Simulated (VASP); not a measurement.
Set up this calculation in VASP 6.6.1, as the native input.

| Property | Result |
| --- | --- |
| Task | single point |
| Functional | r2SCAN |
| Potentials or basis | VASP PAW PBE potentials, release 64 (Sn_d, O) |
| Cutoff | 520 eV |
| k mesh | 8 × 8 × 8 |
| Occupations | gaussian, width 0.1 eV |
| Spin | no spin polarisation |
| Dipole correction | no |
| Further INCAR settings | ALGO = Normal; EDIFF = 1e-07; NBANDS = 64 |

SnO2:

```
Sn O
1.0
     0.00000    4.75920   -3.20127
     0.00000   -4.75920   -3.20127
    -4.75920    0.00000    3.20127
Sn O
4 8
Direct
  0.25000 0.75000 0.50000
  0.75000 0.25000 0.50000
  0.00000 0.00000 0.00000
  0.50000 0.50000 0.00000
  0.55594 0.75000 0.80594
  0.05594 0.25000 0.80594
  0.94406 0.75000 0.19406
  0.44406 0.25000 0.19406
  0.50000 0.19406 0.69406
  0.00000 0.69406 0.69406
  0.50000 0.80594 0.30594
  0.00000 0.30594 0.30594
```

The input as run:

POSCAR

```
SnO2
1.0
    0.0000000000      4.7592005649     -3.2012699643
    0.0000000000     -4.7592005649     -3.2012699643
   -4.7592005649      0.0000000000      3.2012699643
Sn O
4 8
Direct
    0.2500000000      0.7500000000      0.5000000000
    0.7500000000      0.2500000000      0.5000000000
    0.0000000000      0.0000000000      0.0000000000
    0.5000000000      0.5000000000      0.0000000000
    0.5559383585      0.7500000000      0.8059383585
    0.0559383585      0.2500000000      0.8059383585
    0.9440616415      0.7500000000      0.1940616415
    0.4440616415      0.2500000000      0.1940616415
    0.5000000000      0.1940616415      0.6940616415
    0.0000000000      0.6940616415      0.6940616415
    0.5000000000      0.8059383585      0.3059383585
    0.0000000000      0.3059383585      0.3059383585
```

INCAR.step1

```
SYSTEM = SnO2
  ALGO = Normal
  EDIFF = 1E-4
  ENCUT = 520
  GGA = PE
  ISMEAR = 0
  LASPH = .TRUE.
  LCHARG = .FALSE.
  LREAL = .FALSE.
  LWAVE = .TRUE.
  NBANDS = 64
  NELM = 60
  PREC = Accurate
  SIGMA = 0.1
```

INCAR.step2

```
SYSTEM = SnO2
  ALGO = Normal
  EDIFF = 1E-7
  ENCUT = 520
  ISIF = 2
  ISMEAR = 0
  ISTART = 1
  LASPH = .TRUE.
  LCHARG = .FALSE.
  LMIXTAU = .TRUE.
  LREAL = .FALSE.
  LWAVE = .FALSE.
  METAGGA = R2SCAN
  NBANDS = 64
  NELM = 60
  PREC = Accurate
  SIGMA = 0.1
```

KPOINTS

```
k-points
0
G
  8 8 8
  0 0 0
```

Potentials or basis: VASP PAW PBE potentials, release 64 (Sn_d, O).

Command:

```bash
$ cat potpaw_PBE.64/Sn_d/POTCAR potpaw_PBE.64/O/POTCAR > POTCAR
$ cp INCAR.step1 INCAR
$ mpirun -np 1 vasp_std > vasp.out
$ cp INCAR.step2 INCAR
$ mpirun -np 1 vasp_std > vasp.out
```

Results of the run:

```json
{
  "Pressure": "1.1 GPa",
  "Largest force": "0.033 eV/Å",
  "Band gap on the k mesh": "1.80 eV"
}
```

Caveat: the PAW data sets were made with another functional, which shifts forces and pressure a little; spin-orbit coupling is left out, which moves the levels of the heavy elements.

Wall time 23 min on 1 thread of Intel(R) Xeon(R) 6975P-C (Granite Rapids), on a shared host, peak memory 0.61 GiB.
